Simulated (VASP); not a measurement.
# Si4O7 (a cell with a defect) in VASP: single point with PBE

Aim: the single point of Si4O7 (a cell with a defect) with PBE.

All numbers are computed with VASP 6.6.1; they aren't measurements. Logs are shortened: lines on timing, memory, paths and dates and some standing lists are left out, and cuts for length are marked.

### Step 1. The cell of the first run

The cell holds a defect, 11 atoms: a = 5.018 Å, b = 5.018 Å, c = 5.018 Å, α = 106.70°, β = 106.70°, γ = 115.16°.

### Step 2. Single point, PBE

INCAR reads:

```
  PREC = Accurate
  ENCUT = 520
  EDIFF = 1E-6
  ISMEAR = 0
  SIGMA = 0.05
  LREAL = False
  LASPH = True
  NELM = 80
  ALGO = Normal
  ISIF = 2
  LWAVE = False
  LCHARG = False
  GGA = PE
  NBANDS = 40
```

KPOINTS reads:

```
regular mesh
0
Gamma
  6 6 6
```

POSCAR reads:

```
Si4O7
1.0
    0.0000000000      4.2357990674     -2.6899428419
    0.0000000000     -4.2357990674     -2.6899428419
   -4.2357990674      0.0000000000      2.6899428419
Si O
4 7
Direct
    0.2500000000      0.7500000000      0.5000000000
    0.7500000000      0.2500000000      0.5000000000
    0.0000000000      0.0000000000      1.0000000000
    0.5000000000      0.5000000000      1.0000000000
    1.0000000000      0.3069827092      0.3069827092
    0.5569827092      0.7500000000      0.8069827092
    0.0569827092      0.2500000000      0.8069827092
    0.0000000000      0.6930172908      0.6930172908
    0.4791330169      0.0482543227      0.5273873396
    0.9430172908      0.7500000000      0.1930172908
    0.4430172908      0.2500000000      0.1930172908
```

Potentials or basis: VASP PAW PBE potentials, release 64 (Si, O).

Started as:

```sh
$ cat potpaw_PBE.64/Si/POTCAR potpaw_PBE.64/O/POTCAR > POTCAR
$ mpirun -np 1 vasp_std > vasp.out
```

OUTCAR:

```text
PREC = Accurate
   ENCUT = 520
   EDIFF = 1E-6
   ISMEAR = 0
   LREAL = False
   LASPH = True
   NELM = 80
   ISIF = 2
   GGA = PE

 ion  position               nearest neighbor table
   1  0.250  0.750  0.500-   9 1.38   8 1.77   5 1.77   6 1.84  10 1.84   2 2.69   2 2.69
   2  0.750  0.250  0.500-   9 1.38   8 1.77   5 1.77   7 1.84  11 1.84   1 2.69   1 2.69
   3  0.000  0.000  0.000-   6 1.77   7 1.77  10 1.77  11 1.77   5 1.84   8 1.84   4 2.69   4 2.69

   4  0.500  0.500  0.000-   6 1.77   7 1.77  10 1.77  11 1.77   3 2.69   3 2.69
   5  0.000  0.307  0.307-   1 1.77   2 1.77   3 1.84
   6  0.557  0.750  0.807-   3 1.77   4 1.77   1 1.84
   7  0.057  0.250  0.807-   3 1.77   4 1.77   2 1.84
   8  0.000  0.693  0.693-   1 1.77   2 1.77   3 1.84
   9  0.479  0.048  0.527-   1 1.38   2 1.38
  10  0.943  0.750  0.193-   3 1.77   4 1.77   1 1.84
  11  0.443  0.250  0.193-   3 1.77   4 1.77   2 1.84

  LATTYP: Found a body centered tetragonal cell.
 ALAT       =     5.9903244886
 C/A-ratio  =     0.8980958701

  Lattice vectors:

 A1 = (   0.0000000000,   4.2357990674,  -2.6899428419)
 A2 = (   0.0000000000,  -4.2357990674,  -2.6899428419)
 A3 = (  -4.2357990674,   0.0000000000,   2.6899428419)

Analysis of symmetry for initial positions (statically):
=====================================================================
 Subroutine PRICEL returns:
 Original cell was already a primitive cell.

 Routine SETGRP: Setting up the symmetry group for a
 body centered tetragonal supercell.

 Subroutine GETGRP returns: Found  2 space group operations
 (whereof  2 operations were pure point group operations)
 out of a pool of 16 trial point group operations.

The static configuration has the point symmetry C_1h.

Analysis of symmetry for dynamics (positions and initial velocities):
=====================================================================
 Subroutine PRICEL returns:
 Original cell was already a primitive cell.

 Routine SETGRP: Setting up the symmetry group for a
 body centered tetragonal supercell.

 Subroutine GETGRP returns: Found  2 space group operations
 (whereof  2 operations were pure point group operations)
 out of a pool of 16 trial point group operations.

The dynamic configuration has the point symmetry C_1h.

 Subroutine INISYM returns: Found  2 space group operations
 (whereof  2 operations are pure point group operations),
 and found     1 'primitive' translations

----------------------------------------------------------------------------------------

                                     Primitive cell

  volume of cell :      96.5259

  direct lattice vectors                    reciprocal lattice vectors
     0.000000000  4.235799067 -2.689942842    -0.118041482  0.118041482 -0.185877556
     0.000000000 -4.235799067 -2.689942842    -0.118041482 -0.118041482 -0.185877556
    -4.235799067  0.000000000  2.689942842    -0.236082964  0.000000000  0.000000000

  length of vectors
     5.017747127  5.017747127  5.017747127     0.249836044  0.249836044  0.236082964

  position of ions in fractional coordinates (direct lattice)
     0.250000000  0.750000000  0.500000000
     0.750000000  0.250000000  0.500000000
     0.000000000  0.000000000  0.000000000
     0.500000000  0.500000000  0.000000000
     0.000000000  0.306982709  0.306982709
     0.556982709  0.750000000  0.806982709
     0.056982709  0.250000000  0.806982709
     0.000000000  0.693017291  0.693017291
     0.479133017  0.048254323  0.527387340
     0.943017291  0.750000000  0.193017291
     0.443017291  0.250000000  0.193017291

  ion indices of the primitive-cell ions
   primitive index   ion index
                 1           1
                 2           2
                 3           3
                 4           4
                 5           5
                 6           6
                 7           7
                 8           8
                 9           9
                10          10
                11          11

----------------------------------------------------------------------------------------

 KPOINTS: regular mesh

Automatic generation of k-mesh.
 Grid dimensions read from file:
 generate k-points for:    6    6    6

 Generating k-lattice:

  Cartesian coordinates                     Fractional coordinates (reciprocal lattice)
    -0.019673580  0.019673580 -0.030979593     0.166666667  0.000000000  0.000000000
    -0.019673580 -0.019673580 -0.030979593     0.000000000  0.166666667  0.000000000
    -0.039347161  0.000000000  0.000000000     0.000000000  0.000000000  0.166666667

  Length of vectors
     0.041639341  0.041639341  0.039347161

  Shift w.r.t. Gamma in fractional coordinates (k-lattice)
     0.000000000  0.000000000  0.000000000

 Subroutine IBZKPT returns following result:
 ===========================================

 Found     68 irreducible k-points:

 Following reciprocal coordinates:
            Coordinates               Weight
  0.000000  0.000000  0.000000      1.000000
  0.166667  0.000000 -0.000000      4.000000
  0.166667  0.000000 -0.166667      4.000000
  0.333333  0.000000  0.000000      4.000000
  0.333333  0.000000 -0.333333      4.000000
  0.500000 -0.000000  0.000000      2.000000
[... 16 lines left out ...]
  0.000000  0.000000  0.166667      2.000000
  0.333333  0.333333  0.000000      4.000000
 [... further k-points ...]
   k-points           NKPTS =     68   k-points in BZ     NKDIM =     68   number of bands    NBANDS=     40
   number of dos      NEDOS =    301   number of ions     NIONS =     11
   total plane-waves  NPLWV =  64000
   dimension x,y,z NGX =    40 NGY =   40 NGZ =   40
   dimension x,y,z NGXF=    80 NGYF=   80 NGZF=   80
   ions per type =               4   7
   NGX,Y,Z   is equivalent  to a cutoff of  13.25, 13.25, 13.25 a.u.
   NGXF,Y,Z  is equivalent  to a cutoff of  26.51, 26.51, 26.51 a.u.
 SYSTEM =  unknown system
   PREC   = accura    normal or accurate (medium, high low for compatibility)
   ISTART =      0    job   : 0-new  1-cont  2-samecut
   ICHARG =      2    charge: 1-file 2-atom 10-const
   ISPIN  =      1    spin polarized calculation?
   LNONCOLLINEAR =      F non collinear calculations
   LSORBIT =      F    spin-orbit coupling
   LASPH  =      T    aspherical Exc in radial PAW
   ENCUT  =  520.0 eV  38.22 Ry    6.18 a.u.   9.33  9.33  9.33*2*pi/ulx,y,z
   NELM   =     80;   NELMIN=  2; NELMDL= -5     # of ELM steps
   EDIFF  = 0.1E-05   stopping-criterion for ELM
   LREAL  =      F    real-space projection
   EDIFFG = 0.1E-04   stopping-criterion for IOM
   NSW    =      0    number of steps for IOM
   IBRION =     -1    ionic relax: 0-MD 1-quasi-New 2-CG
   NFREE  =      0    steps in history (QN), initial steepest desc. (CG)
   ISIF   =      2    stress and relaxation
   ISYM   =      2    0-nonsym 1-usesym 2-fastsym
   POTIM  = 0.5000    time-step for ionic-motion
   TEBEG  =    0.0;   TEEND  =   0.0 temperature during run
   PSTRESS=    0.0 pullay stress
   NELECT =      58.0000    total number of electrons
   NUPDOWN=      -1.0000    fix difference up-down
   EMIN   =  10.00;   EMAX   =-10.00  energy-range for DOS
   EFERMI =   0.00;   METHOD = LEGACY
   ISMEAR =     0;   SIGMA  =   0.05  broadening in eV -4-tet -1-fermi 0-gaus
   EFERMI_NEDOS =   21; number of points for ismear=-14 and -15
   IALGO  =     38    algorithm
   IMIX   =      4    mixing-type and parameters
     AMIX     =   0.40;   BMIX     =  1.00
     AMIX_MAG =   1.60;   BMIX_MAG =  1.00
  volume/ion in A,a.u.               =       8.78        59.22
  Fermi-wavevector in a.u.,A,eV,Ry     =   1.381453  2.610568 25.965543  1.908414
  Thomas-Fermi vector in A             =   2.506236
   LORBIT       =      0    0 simple, 1 ext, 2 COOP (PROOUT), +10 PAW based schemes
   GGA     = PE    functional components
   LHFCALC =     F    Hartree Fock is set to
   AEXX    =    0.0000 exact exchange contribution
   IVDW    =     0    specifies the selected vdW correction
   LEPSILON=     F    determine dielectric tensor
   LRPA    =     F    only Hartree local field effects (RPA)
 non-spin polarized calculation
 Gauss-broadening in eV      SIGMA  =   0.05
  energy-cutoff  :      520.00
  volume of cell :       96.53
 maximum number of plane-waves:      2644
 NGX is ok and might be reduce to    40
   NGX = 19   NGY = 19   NGZ = 19

 number of electron      58.0000013 magnetization

 Free energy of the ion-electron system (eV)
  ---------------------------------------------------
  ext. energy  EPLUGINS =         0.00000000
  ---------------------------------------------------
  free energy    TOTEN  =       -74.45480250 eV

  energy without entropy =      -74.45473450  energy(sigma->0) =      -74.45476850

 E-fermi :  10.9075     XC(G=0): -11.6519

 val. band max:       10.8353772346   @ k =  -0.3333  -0.3333   0.3333
 cond. band min:      10.9804085585   @ k =  -0.1667   0.1667   0.1667
 fundamental gap:      0.1450313239
 Fermi energy:        10.9075175004

 k-point     1 :       0.0000    0.0000    0.0000
  band No.  band energies     occupation
      1     -15.8797      2.00000
      2     -13.9059      2.00000
      3     -12.2497      2.00000
      4     -11.8481      2.00000
      5     -11.6776      2.00000
      6     -11.5606      2.00000
[... 32 lines left out ...]
     39      18.5045      0.00000
     40      18.6436      0.00000

 k-point     2 :       0.1667    0.0000   -0.0000
  band No.  band energies     occupation
      1     -15.7988      2.00000
      2     -13.9376      2.00000
      3     -12.3239      2.00000
      4     -12.1275      2.00000
      5     -11.5985      2.00000
      6     -11.3892      2.00000
[... 935 lines left out ...]
     39      18.5062      0.00000
     40      18.8338      0.00000

 k-point    24 :       0.3333    0.3333    0.0000
  band No.  band energies     occupation
      1     -15.5532      2.00000
      2     -13.5658      2.00000
      3     -13.2943      2.00000
      4     -12.5310      2.00000
      5     -11.3442      2.00000
      6     -11.2872      2.00000
[... 32 lines left out ...]
     39      17.6376      0.00000
     40      18.6672      0.00000

 [... further k-points ...]

------------------------ aborting loop because EDIFF is reached ----------------------------------------

  FORCE on cell =-STRESS in cart. coord.  units (eV):
  Direction    XX          YY          ZZ          XY          YZ          ZX
  --------------------------------------------------------------------------------------
  -------------------------------------------------------------------------------------
  Total        5.4036326      6.3283582     47.2110996     -0.7823791      0.0000000      0.0000000
  in kB       89.6917802    105.0407677    783.6298130    -12.9862599      0.0000000      0.0000000
  external PRESSURE =     326.1207870 kB  Pullay stress =       0.0000000 kB

 VOLUME and BASIS-vectors are now :
 -----------------------------------------------------------------------------
  energy-cutoff  :      520.00
  volume of cell :       96.53
      direct lattice vectors                 reciprocal lattice vectors
     0.000000000  4.235799067 -2.689942842    -0.118041482  0.118041482 -0.185877556
     0.000000000 -4.235799067 -2.689942842    -0.118041482 -0.118041482 -0.185877556
    -4.235799067  0.000000000  2.689942842    -0.236082964  0.000000000  0.000000000

 POSITION                                       TOTAL-FORCE (eV/Angst)
 -----------------------------------------------------------------------------------
     -2.11790     -2.11790     -1.34497         2.692231      4.306586     15.496007
     -2.11790      2.11790     -1.34497         2.692231      4.306586    -15.496007
      0.00000      0.00000      0.00000        -0.243202     -0.020763      0.000000
      0.00000      0.00000     -2.68994        -2.848457     -2.517289      0.000000
     -1.30032     -1.30032      0.00000         0.116258      0.136477      0.000000
     -3.41822     -0.81758     -1.34497         1.180078     -0.159720     -0.696279
     -3.41822     -0.81758      1.34497         1.180078     -0.159720      0.696279
     -2.93548     -2.93548      0.00000        -0.105164     -0.085793      0.000000
     -2.23391      1.82512     -0.00000        -6.407242     -6.930935      0.000000
     -0.81758      0.81758     -4.03491         0.871594      0.562285      0.284842
     -0.81758      0.81758     -1.34497         0.871594      0.562285     -0.284842
 -----------------------------------------------------------------------------------
    total drift:                                0.000047     -0.000278     -0.000000

  FREE ENERGIE OF THE ION-ELECTRON SYSTEM (eV)
  ---------------------------------------------------
  free  energy   TOTEN  =       -74.4548025032 eV

  energy  without entropy=      -74.4547344987  energy(sigma->0) =      -74.45476850
```

It took 2.2 min on 1 thread of Intel Xeon 6975P-C (Granite Rapids), shared host; peak memory 0.34 GiB.

Results:

* Free energy: -74.4548 eV
* Pressure: 32.6 GPa
* Largest force: 16.307 eV/Å
* Band gap on the k mesh: 0.14 eV

Forces on the atoms (eV/Å):
```
Si    2.692   4.307  15.496
Si    2.692   4.307 -15.496
Si   -0.243  -0.021   0.000
Si   -2.848  -2.517   0.000
O     0.116   0.136   0.000
O     1.180  -0.160  -0.696
O     1.180  -0.160   0.696
O    -0.105  -0.086   0.000
O    -6.407  -6.931   0.000
O     0.872   0.562   0.285
O     0.872   0.562  -0.285
```

Caveat: the cell differs from its parent crystal (atoms taken out, atom 9 moved 0.375 of the way to it and -0.125 Å across, host rigid).
